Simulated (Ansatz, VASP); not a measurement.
# One calculation of PbSe, two programs

```
Pb Se
1.0
     0.00000    3.06969    3.06969
     3.06969    0.00000    3.06969
     3.06969    3.06969    0.00000
Pb Se
1 1
Direct
  0.00000 0.00000 0.00000
  0.50000 0.50000 0.50000
```

Alike in both runs: task single point; functional PBEsol; k mesh 3 × 3 × 3; no spin polarisation.

|  | VASP | Ansatz |
| --- | --- | --- |
| version | VASP 6.6.1 | Ansatz 0.2.0 |
| potentials or method | VASP PAW PBE potentials, release 64 (Pb_d, Se) | plane waves |
| plane-wave cutoff (eV) | 500 | 420 |
| occupations | gaussian, width 0.01 eV | fixed |
| valence electrons in the cell | 20 | 30 |

|  | VASP | Ansatz | Ansatz less VASP |
| --- | --- | --- | --- |
| pressure (GPa) | -1.9 | -1.9 | 0.00 |

VASP's potentials were made for PBE, not for PBEsol. VASP's potentials hold 20 valence electrons a cell and Ansatz's 30, so a difference there can come from the potentials and not from the codes.

The k mesh is coarse, so the values compare programs but aren't converged. Neither program's run includes spin-orbit coupling.
